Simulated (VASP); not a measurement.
# GaN (Fm-3m) in VASP: a series of runs

The runs below take GaN through single point, with PBEsol.

Program: VASP 6.6.1. These are calculated values, not measurements. Logs are shortened: lines on timing, memory, paths and dates and some standing lists are left out, and cuts for length are marked.

## Step 1: The cell of the first run

The structure is cubic, space group Fm-3m (No. 225). Conventional cell: a = 3.931 Å, b = 3.931 Å, c = 3.931 Å, α = 90.00°, β = 90.00°, γ = 90.00°. Ga (site symmetry m-3m) has 6 N at 1.97 Å within 2.6 Å. Within 2.6 Å of N (site symmetry m-3m) lie 6 Ga at 1.97 Å.

## Step 2: Single point, PBEsol (volume scaled by 0.96)

Contents of INCAR:

```
  PREC = Accurate
  ENCUT = 520
  EDIFF = 1E-7
  ISMEAR = -1
  SIGMA = 0.02
  LREAL = False
  LASPH = True
  NELM = 80
  ALGO = Normal
  ISIF = 2
  LWAVE = False
  LCHARG = False
  GGA = PS
  NBANDS = 16
```

Contents of KPOINTS:

```
Automatic mesh
0
Gamma
  10 10 10
```

Contents of POSCAR:

```
GaN
1.0
    0.0000000000      1.9655710232      1.9655710232
    1.9655710232      0.0000000000      1.9655710232
    1.9655710232      1.9655710232      0.0000000000
Ga N
1 1
Direct
    0.5000000000      0.5000000000      0.5000000000
    0.0000000000      0.0000000000      0.0000000000
```

Potentials or basis: VASP PAW PBE potentials, release 64 (Ga_d, N).

The run is started by

```console
$ cat potpaw_PBE.64/Ga_d/POTCAR potpaw_PBE.64/N/POTCAR > POTCAR
$ mpirun -np 1 vasp_std > vasp.out
```

OUTCAR:

```text
PREC = Accurate
   ENCUT = 520
   EDIFF = 1E-7
   ISMEAR = -1
   LREAL = False
   LASPH = True
   NELM = 80
   ISIF = 2
   GGA = PS

 ion  position               nearest neighbor table
   1  0.500  0.500  0.500-   2 1.97   2 1.97   2 1.97   2 1.97   2 1.97   2 1.97
   2  0.000  0.000  0.000-   1 1.97   1 1.97   1 1.97   1 1.97   1 1.97   1 1.97

  LATTYP: Found a face centered cubic cell.
 ALAT       =     3.9311420464

  Lattice vectors:

 A1 = (   0.0000000000,   1.9655710232,   1.9655710232)
 A2 = (   1.9655710232,   0.0000000000,   1.9655710232)
 A3 = (   1.9655710232,   1.9655710232,   0.0000000000)

Analysis of symmetry for initial positions (statically):
=====================================================================
 Subroutine PRICEL returns:
 Original cell was already a primitive cell.

 Routine SETGRP: Setting up the symmetry group for a
 face centered cubic supercell.

 Subroutine GETGRP returns: Found 48 space group operations
 (whereof 48 operations were pure point group operations)
 out of a pool of 48 trial point group operations.

The static configuration has the point symmetry O_h .

Analysis of symmetry for dynamics (positions and initial velocities):
=====================================================================
 Subroutine PRICEL returns:
 Original cell was already a primitive cell.

 Routine SETGRP: Setting up the symmetry group for a
 face centered cubic supercell.

 Subroutine GETGRP returns: Found 48 space group operations
 (whereof 48 operations were pure point group operations)
 out of a pool of 48 trial point group operations.

The dynamic configuration has the point symmetry O_h .

 Subroutine INISYM returns: Found 48 space group operations
 (whereof 48 operations are pure point group operations),
 and found     1 'primitive' translations

----------------------------------------------------------------------------------------

                                     Primitive cell

  volume of cell :      15.1878

  direct lattice vectors                    reciprocal lattice vectors
     0.000000000  1.965571023  1.965571023    -0.254379004  0.254379004  0.254379004
     1.965571023  0.000000000  1.965571023     0.254379004 -0.254379004  0.254379004
     1.965571023  1.965571023  0.000000000     0.254379004  0.254379004 -0.254379004

  length of vectors
     2.779737199  2.779737199  2.779737199     0.440597360  0.440597360  0.440597360

  position of ions in fractional coordinates (direct lattice)
     0.500000000  0.500000000  0.500000000
     0.000000000  0.000000000  0.000000000

  ion indices of the primitive-cell ions
   primitive index   ion index
                 1           1
                 2           2

----------------------------------------------------------------------------------------

 KPOINTS: Automatic mesh

Automatic generation of k-mesh.
 Grid dimensions read from file:
 generate k-points for:   10   10   10

 Generating k-lattice:

  Cartesian coordinates                     Fractional coordinates (reciprocal lattice)
    -0.025437900  0.025437900  0.025437900     0.100000000  0.000000000  0.000000000
     0.025437900 -0.025437900  0.025437900     0.000000000  0.100000000  0.000000000
     0.025437900  0.025437900 -0.025437900     0.000000000  0.000000000  0.100000000

  Length of vectors
     0.044059736  0.044059736  0.044059736

  Shift w.r.t. Gamma in fractional coordinates (k-lattice)
     0.000000000  0.000000000  0.000000000

 Subroutine IBZKPT returns following result:
 ===========================================

 Found     47 irreducible k-points:

 Following reciprocal coordinates:
            Coordinates               Weight
  0.000000  0.000000  0.000000      1.000000
  0.100000  0.000000  0.000000      8.000000
  0.200000  0.000000  0.000000      8.000000
  0.300000  0.000000  0.000000      8.000000
  0.400000  0.000000  0.000000      8.000000
  0.500000  0.000000  0.000000      4.000000
[... 16 lines left out ...]
  0.300000  0.300000  0.000000      6.000000
  0.400000  0.300000  0.000000     24.000000
 [... further k-points ...]
   k-points           NKPTS =     47   k-points in BZ     NKDIM =     47   number of bands    NBANDS=     16
   number of dos      NEDOS =    301   number of ions     NIONS =      2
   total plane-waves  NPLWV =  13824
   dimension x,y,z NGX =    24 NGY =   24 NGZ =   24
   dimension x,y,z NGXF=    48 NGYF=   48 NGZF=   48
   ions per type =               1   1
   NGX,Y,Z   is equivalent  to a cutoff of  14.35, 14.35, 14.35 a.u.
   NGXF,Y,Z  is equivalent  to a cutoff of  28.71, 28.71, 28.71 a.u.
 SYSTEM =  unknown system
   PREC   = accura    normal or accurate (medium, high low for compatibility)
   ISTART =      0    job   : 0-new  1-cont  2-samecut
   ICHARG =      2    charge: 1-file 2-atom 10-const
   ISPIN  =      1    spin polarized calculation?
   LNONCOLLINEAR =      F non collinear calculations
   LSORBIT =      F    spin-orbit coupling
   LASPH  =      T    aspherical Exc in radial PAW
   ENCUT  =  520.0 eV  38.22 Ry    6.18 a.u.   5.17  5.17  5.17*2*pi/ulx,y,z
   NELM   =     80;   NELMIN=  2; NELMDL= -5     # of ELM steps
   EDIFF  = 0.1E-06   stopping-criterion for ELM
   LREAL  =      F    real-space projection
   EDIFFG = 0.1E-05   stopping-criterion for IOM
   NSW    =      0    number of steps for IOM
   IBRION =     -1    ionic relax: 0-MD 1-quasi-New 2-CG
   NFREE  =      0    steps in history (QN), initial steepest desc. (CG)
   ISIF   =      2    stress and relaxation
   ISYM   =      2    0-nonsym 1-usesym 2-fastsym
   POTIM  = 0.5000    time-step for ionic-motion
   TEBEG  =    0.0;   TEEND  =   0.0 temperature during run
   PSTRESS=    0.0 pullay stress
   NELECT =      18.0000    total number of electrons
   NUPDOWN=      -1.0000    fix difference up-down
   EMIN   =  10.00;   EMAX   =-10.00  energy-range for DOS
   EFERMI =   0.00;   METHOD = LEGACY
   ISMEAR =    -1;   SIGMA  =   0.02  broadening in eV -4-tet -1-fermi 0-gaus
   EFERMI_NEDOS =   21; number of points for ismear=-14 and -15
   IALGO  =     38    algorithm
   IMIX   =      4    mixing-type and parameters
     AMIX     =   0.40;   BMIX     =  1.00
     AMIX_MAG =   1.60;   BMIX_MAG =  1.00
  volume/ion in A,a.u.               =       7.59        51.25
  Fermi-wavevector in a.u.,A,eV,Ry     =   1.732475  3.273903 40.837464  3.001469
  Thomas-Fermi vector in A             =   2.806644
   LORBIT       =      0    0 simple, 1 ext, 2 COOP (PROOUT), +10 PAW based schemes
   GGA     = PS    functional components
   LHFCALC =     F    Hartree Fock is set to
   AEXX    =    0.0000 exact exchange contribution
   IVDW    =     0    specifies the selected vdW correction
   LEPSILON=     F    determine dielectric tensor
   LRPA    =     F    only Hartree local field effects (RPA)
 non-spin polarized calculation
  energy-cutoff  :      520.00
  volume of cell :       15.19
 maximum number of plane-waves:       423
 NGX is ok and might be reduce to    24
   NGX = 11   NGY = 11   NGZ = 11

 number of electron      17.9999996 magnetization

 Free energy of the ion-electron system (eV)
  ---------------------------------------------------
  ext. energy  EPLUGINS =         0.00000000
  ---------------------------------------------------
  free energy    TOTEN  =       -11.50608272 eV

  energy without entropy =      -11.50608272  energy(sigma->0) =      -11.50608272

 E-fermi :  11.3154     XC(G=0): -14.5818

 val. band max:       10.7990106553   @ k =  -0.2000   0.2000   0.0000
 cond. band min:      12.8250036219   @ k =   0.5000   0.5000   0.0000
 fundamental gap:      2.0259929666
 Fermi energy:        11.3154340400

 k-point     1 :       0.0000    0.0000    0.0000
  band No.  band energies     occupation
      1      -8.9747      2.00000
      2      -3.1847      2.00000
      3      -3.1847      2.00000
      4      -3.1847      2.00000
      5      -3.0131      2.00000
      6      -3.0131      2.00000
[... 8 lines left out ...]
     15      29.9166      0.00000
     16      29.9166      0.00000

 k-point     2 :       0.1000    0.0000    0.0000
  band No.  band energies     occupation
      1      -8.7326      2.00000
      2      -3.2069      2.00000
      3      -3.1697      2.00000
      4      -3.1697      2.00000
      5      -3.0410      2.00000
      6      -3.0410      2.00000
[... 8 lines left out ...]
     15      29.1373      0.00000
     16      29.1373      0.00000

 k-point     3 :       0.2000    0.0000    0.0000
  band No.  band energies     occupation
      1      -8.0260      2.00000
      2      -3.2709      2.00000
      3      -3.2321      2.00000
      4      -3.2321      2.00000
      5      -3.0095      2.00000
      6      -3.0095      2.00000
[... 8 lines left out ...]
     15      29.7638      0.00000
     16      29.7638      0.00000

 k-point     4 :       0.3000    0.0000    0.0000
  band No.  band energies     occupation
      1      -6.9264      2.00000
      2      -3.3802      2.00000
      3      -3.3723      2.00000
      4      -3.3723      2.00000
      5      -2.9018      2.00000
      6      -2.9018      2.00000
[... 8 lines left out ...]
     15      31.7562      0.00000
     16      31.7562      0.00000
[... 324 lines left out ...]
 k-point    22 :      -0.2000    0.2000    0.0000
  band No.  band energies     occupation
      1      -6.6789      2.00000
      2      -3.4507      2.00000
      3      -3.3658      2.00000
      4      -3.3101      2.00000
      5      -2.9882      2.00000
      6      -2.6571      2.00000
[... 8 lines left out ...]
     15      32.6639      0.00000
     16      34.5950      0.00000

 k-point    23 :       0.3000    0.3000    0.0000
  band No.  band energies     occupation
      1      -6.7665      2.00000
      2      -3.4249      2.00000
      3      -3.0190      2.00000
      4      -2.8926      2.00000
      5      -2.8926      2.00000
      6      -2.8838      2.00000
[... 8 lines left out ...]
     15      37.6211      0.00000
     16      40.3361      0.00000

 k-point    24 :       0.4000    0.3000    0.0000
  band No.  band energies     occupation
      1      -6.3258      2.00000
      2      -3.4633      2.00000
      3      -2.9613      2.00000
      4      -2.9444      2.00000
      5      -2.7615      2.00000
      6      -2.2992      2.00000
[... 8 lines left out ...]
     15      38.5821      0.00000
     16      40.6602      0.00000

 [... further k-points ...]
[... 5 lines left out ...]
  --------------------------------------------------------------------------------------
  -------------------------------------------------------------------------------------
  Total        7.6225856      7.6225856      7.6225856      0.0000000      0.0000000      0.0000000
  in kB      804.1122397    804.1122397    804.1122397      0.0000000      0.0000000      0.0000000
  external PRESSURE =     804.1122397 kB  Pullay stress =       0.0000000 kB

 VOLUME and BASIS-vectors are now :
 -----------------------------------------------------------------------------
  energy-cutoff  :      520.00
  volume of cell :       15.19
      direct lattice vectors                 reciprocal lattice vectors
     0.000000000  1.965571023  1.965571023    -0.254379004  0.254379004  0.254379004
     1.965571023  0.000000000  1.965571023     0.254379004 -0.254379004  0.254379004
     1.965571023  1.965571023  0.000000000     0.254379004  0.254379004 -0.254379004

 POSITION                                       TOTAL-FORCE (eV/Angst)
 -----------------------------------------------------------------------------------
      1.96557      1.96557      1.96557         0.000000      0.000000     -0.000000
      0.00000      0.00000      0.00000        -0.000000     -0.000000      0.000000
 -----------------------------------------------------------------------------------
    total drift:                                0.000000     -0.000000      0.000000

  FREE ENERGIE OF THE ION-ELECTRON SYSTEM (eV)
  ---------------------------------------------------
  free  energy   TOTEN  =       -11.5060827178 eV

  energy  without entropy=      -11.5060827178  energy(sigma->0) =      -11.50608272
```

Run time: 10 s. Hardware: 1 thread of Intel Xeon Platinum 8488C (Sapphire Rapids), shared host; peak memory 0.14 GiB.

Results:

- Free energy: -11.5061 eV
- Pressure: 80.4 GPa
- Band gap on the k mesh: 2.03 eV, indirect (least direct gap 5.67 eV)

Levels at points of the mesh, in eV from the valence-band top:
```csv
k point,band 7,band 8,band 9,band 10,band 11,band 12
"(0.00, 0.00, 0.00)",-0.83,-0.83,-0.83,5.03,15.97,15.97
"(0.50, 0.00, 0.00)",-9.40,-0.12,-0.12,5.55,10.27,10.27
"(0.50, 0.50, 0.00)",-9.08,-4.00,-4.00,2.03,7.95,14.16
```

Caveat: the PAW data sets were made with another functional, which shifts forces and pressure a little. A k mesh can miss the band edges.

## Step 3: Single point, PBEsol (volume scaled by 1.01)

Contents of INCAR:

```
PREC = Accurate
ENCUT = 520
EDIFF = 1E-6
ISMEAR = -1
SIGMA = 0.02
LREAL = False
LASPH = True
NELM = 60
ALGO = Normal
ISIF = 2
LWAVE = False
LCHARG = False
GGA = PS
NBANDS = 16
```

KPOINTS is that of step 2.

Contents of POSCAR:

```
GaN
1.0
    0.0000000000      1.9991196500      1.9991196500
    1.9991196500      0.0000000000      1.9991196500
    1.9991196500      1.9991196500      0.0000000000
Ga N
1 1
Direct
    0.5000000000      0.5000000000      0.5000000000
    0.0000000000      0.0000000000      0.0000000000
```

Potentials or basis: VASP PAW PBE potentials, release 64 (Ga_d, N).

The run is started by

```console
$ cat potpaw_PBE.64/Ga_d/POTCAR potpaw_PBE.64/N/POTCAR > POTCAR
$ mpirun -np 1 vasp_std > vasp.out
```

Run time: 11 s. Hardware: 1 thread of Intel Xeon Platinum 8488C (Sapphire Rapids), shared host; peak memory 0.14 GiB.

The run converged. Its results:

| Quantity | Value |
| --- | --- |
| Free energy | -11.8383 eV |
| Pressure | 54.8 GPa |
| Band gap on the k mesh | 1.65 eV, indirect (least direct gap 5.07 eV) |

Levels at points of the mesh, in eV from the valence-band top:
```
           k point  band 6  band 7  band 8  band 9  band 10  band 11  band 12  band 13
(0.00, 0.00, 0.00)  -13.79   -0.73   -0.73   -0.73     4.33    15.64    15.64    15.64
(0.50, 0.00, 0.00)  -13.57   -9.15   -0.13   -0.13     5.34     9.97     9.97    11.75
(0.50, 0.50, 0.00)  -10.46   -8.60   -3.76   -3.76     1.65     7.89    13.61    16.72
```

Caveat: the PAW data sets were made with another functional, which shifts forces and pressure a little. A k mesh can miss the band edges.

## Step 4: Single point, PBEsol (volume scaled by 1.04)

Contents of INCAR:

```
  ALGO = Normal
  EDIFF = 1E-6
  ENCUT = 520
  GGA = PS
  ISIF = 2
  ISMEAR = -1
  LASPH = T
  LCHARG = F
  LREAL = F
  LWAVE = F
  NBANDS = 16
  NELM = 100
  PREC = Accurate
  SIGMA = 0.02
```

Contents of KPOINTS:

```
k-points
0
Gamma
  10 10 10
```

Contents of POSCAR:

```
GaN
1.0
    0.0000000000      2.0187201121      2.0187201121
    2.0187201121      0.0000000000      2.0187201121
    2.0187201121      2.0187201121      0.0000000000
Ga N
1 1
Direct
    0.5000000000      0.5000000000      0.5000000000
    0.0000000000      0.0000000000      0.0000000000
```

The run is started by

```console
$ cat potpaw_PBE.64/Ga_d/POTCAR potpaw_PBE.64/N/POTCAR > POTCAR
$ mpirun -np 1 vasp_std > vasp.out
```

Run time: 8.8 s. Hardware: 1 thread of Intel Xeon Platinum 8488C (Sapphire Rapids), shared host; peak memory 0.14 GiB.

Results (log left out):

```
Free energy            : -11.9820 eV
Pressure               : 42.1 GPa
Band gap on the k mesh : 1.45 eV, indirect (least direct gap 4.63 eV)
```

Levels at points of the mesh, in eV from the valence-band top:
```csv
k point,band 6,band 7,band 8,band 9,band 10,band 11,band 12,band 13
"(0.00, 0.00, 0.00)",-13.78,-0.68,-0.68,-0.68,3.94,15.46,15.46,15.46
"(0.50, 0.00, 0.00)",-13.58,-9.01,-0.13,-0.13,5.21,9.80,9.80,11.32
"(0.50, 0.50, 0.00)",-10.54,-8.33,-3.62,-3.62,1.45,7.86,13.30,16.30
```

Caveat: the PAW data sets were made with another functional, which shifts forces and pressure a little.

(Continued in part 2 of 2.)
